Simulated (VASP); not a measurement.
Input of a VASP 6.6.1 run:

INCAR

```
PREC = Accurate
ENCUT = 600
EDIFF = 1E-7
ISMEAR = -1
SIGMA = 0.05
LREAL = F
LASPH = T
NELM = 80
ALGO = Normal
ISIF = 3
LWAVE = F
LCHARG = F
GGA = PS
IVDW = 13
IBRION = 2
NSW = 60
EDIFFG = -0.01
```

The input KPOINTS:

```
regular mesh
0
Gamma
  8 8 8
```

File POSCAR:

```
NaCl
1.0
    0.0000000000      2.7940632177      2.7940632177
    2.7940632177      0.0000000000      2.7940632177
    2.7940632177      2.7940632177      0.0000000000
Cl Na
1 1
Direct
    0.5000000000      0.5000000000      0.5000000000
    0.0000000000      0.0000000000      0.0000000000
```

Potentials or basis: VASP PAW PBE potentials, release 64 (Cl, Na_pv).

Run with:

```bash
$ cat potpaw_PBE.64/Cl/POTCAR potpaw_PBE.64/Na_pv/POTCAR > POTCAR
$ mpirun -np 1 vasp_std > vasp.out
```

(1) Estimate the relaxed cell.

(2) What does it give for the relaxed volume?

(3) Predict the space group after relaxing (to 0.1 Å).

Results:

(1) a = 3.944 Å, b = 3.944 Å, c = 3.944 Å, α = 60.00°, β = 60.00°, γ = 60.00°.

(2) 21.69 Å³/atom.

(3) Fm-3m (No. 225).

Caveat: the PAW data sets were made with another functional, which shifts forces and pressure a little.
